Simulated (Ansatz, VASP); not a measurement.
# One calculation of Ta, two programs

```xyz
2
Lattice="2.9004 0.0000 0.0000 -1.4502 2.5118 0.0000 0.0000 0.0000 5.1663" Properties=species:S:1:pos:R:3 pbc="T T T"
Ta    0.0000    1.6745    1.2916
Ta    1.4502    0.8373    3.8747
```

Alike in both runs: functional PBEsol; k mesh 11 × 11 × 5; occupations fermi-dirac, width 0.05 eV; non-collinear spin, spin-orbit coupling.

|  | VASP | Ansatz |
| --- | --- | --- |
| version | VASP 6.6.1 | Ansatz 0.2.0 |
| potentials or method | VASP PAW PBE potentials, release 64 (Ta_pv) | Ansatz PAW |
| plane-wave cutoff (eV) | 520 | 420 |
| valence electrons in the cell | 22 | 26 |
| task | single point | band structure |

```csv
,VASP,Ansatz,Ansatz less VASP
pressure (GPa),-7.4,-7.5,-0.08
"traceless stress, the component that is largest in VASP (GPa)",0.88,0.54,-0.334
net moment per atom (μB),0.00,0.00,0.000
```

VASP's potentials were made for PBE, not for PBEsol. VASP's potentials hold 22 valence electrons a cell and Ansatz's 26, so a difference there can come from the potentials and not from the codes.
